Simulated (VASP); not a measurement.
Here is a VASP 6.6.1 calculation.

The input INCAR:

```
SYSTEM = Si2W
  PREC = Accurate
  ENCUT = 520
  EDIFF = 1E-8
  ISMEAR = -1
  SIGMA = 0.03
  LREAL = .False.
  LASPH = .True.
  NELM = 100
  ALGO = Normal
  ISIF = 2
  LWAVE = .False.
  LCHARG = .False.
  GGA = PS
  LEFG = .True.
  NBANDS = 18
```

KPOINTS

```
regular mesh
0
Gamma
  18 18 18
  0 0 0
```

File POSCAR:

```
Si2W
1.0
   -1.6006287224      1.6006287224      3.9268226440
    1.6006287224     -1.6006287224      3.9268226440
    1.6006287224      1.6006287224     -3.9268226440
Si W
2 1
Direct
    0.3330000000      0.3330000000      0.0000000000
    0.6670000000      0.6670000000      0.0000000000
    0.0000000000      0.0000000000      0.0000000000
```

Potentials or basis: VASP PAW PBE potentials, release 64 (Si, W_sv).

Command:

```sh
$ cat potpaw_PBE.64/Si/POTCAR potpaw_PBE.64/W_sv/POTCAR > POTCAR
$ mpirun -np 1 vasp_std > vasp.out
```

Predict the pressure.

-0.9 GPa.

What does it give for the largest force?

0.254 eV/Å.

What does it give for the band gap on the k mesh?

Zero (bands 11 and 12 overlap by 1.37 eV).

Stress tensor (GPa, compression positive):
```
-0.10  0.00  0.00
 0.00 -0.10  0.00
 0.00  0.00 -2.60
```

Caveat: without QUAD_EFG the Cq values of the log hold for a quadrupole moment of 1 mb, not for the nuclei; the PAW data sets were made with another functional, which shifts forces and pressure a little; spin-orbit coupling is left out, which moves the levels of the heavy elements.
